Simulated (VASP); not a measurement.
**AlN: vibrations by perturbation theory with PBEsol**

AlN:

```
CELL_PARAMETERS angstrom
2.17484 2.17484 0.00000
-2.17484 2.17484 0.00000
0.00000 2.17484 2.17484
ATOMIC_POSITIONS crystal
Al 0.00000 0.00000 0.00000
N 0.25000 0.75000 0.50000
```

```json
{
  "Program": "VASP 6.6.1",
  "Task": "vibrations by perturbation theory",
  "Functional": "PBEsol",
  "Potentials or basis": "VASP PAW PBE potentials, release 64 (Al, N)",
  "Cutoff": "520 eV",
  "k mesh": "10 × 10 × 10",
  "Occupations": "gaussian, width 0.01 eV",
  "Spin": "no spin polarisation",
  "Dipole correction": "no",
  "Further INCAR settings": "ALGO = Normal; EDIFF = 1e-08; IBRION = 8; NSW = 1"
}
```

```json
{"Highest phonon frequency at Γ, LO-TO splitting left out": "670 cm⁻¹"}
```

Phonon frequencies in cm⁻¹ (negative: imaginary):
| q point | frequencies |
| --- | --- |
| (0.000, 0.000, 0.000) | 0 0 0 670 670 670 |

Run time: 50 s on 1 thread of Intel Xeon 8259CL, with other jobs on the host, peak memory 0.2 GiB.

Caveat: the cell stands under pressure or tension, which shifts response properties.
